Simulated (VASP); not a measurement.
HfH2: single point with PBEsol

Crystal: HfH2.

```
CELL_PARAMETERS angstrom
-1.77482 1.77482 2.21996
1.77482 -1.77482 2.21996
1.77482 1.77482 -2.21996
ATOMIC_POSITIONS crystal
Hf 0.00000 0.00000 0.00000
H 0.75000 0.25000 0.50000
H 0.25000 0.75000 0.50000
```

```yaml
Program: VASP 6.6.1
Task: single point
Functional: PBEsol
Potentials_or_basis: VASP PAW PBE potentials, release 64 (Hf_pv, H)
Cutoff: 520 eV
k_mesh: 16 × 16 × 16
Occupations: gaussian, width 0.1 eV
Spin: no spin polarisation
Dipole_correction: no
Further_INCAR_settings: ALGO = Normal; EDIFF = 1e-06; NBANDS = 13
```

The pressure is -12.9 GPa and the band gap on the k mesh is zero (bands 6 and 7 overlap by 1.04 eV).

Levels at points of the mesh, in eV from the Fermi level:
| k point | band 3 | band 4 | band 5 | band 6 | band 7 | band 8 | band 9 | band 10 |
| --- | --- | --- | --- | --- | --- | --- | --- | --- |
| (0.00, 0.00, 0.00) | -31.09 | -10.95 | -1.26 | -0.47 | -0.47 | 0.28 | 1.68 | 2.95 |
| (0.50, 0.00, 0.00) | -31.14 | -8.10 | -5.21 | -0.79 | 0.51 | 3.46 | 4.43 | 4.44 |
| (0.50, 0.50, 0.00) | -31.22 | -6.33 | -5.76 | -3.95 | 3.59 | 3.78 | 4.84 | 6.03 |
| (0.50, 0.50, 0.50) | -31.36 | -7.36 | -4.38 | -3.59 | 4.20 | 4.30 | 4.30 | 5.15 |

Wall time 2 min on 1 thread of Oxide Virtual Turin-like Processor, with other jobs on the host, peak memory 0.23 GiB.

Caveat: the cell stands under tension; the PAW data sets were made with another functional, which shifts forces and pressure a little; spin-orbit coupling is left out, which moves the levels of the heavy elements.
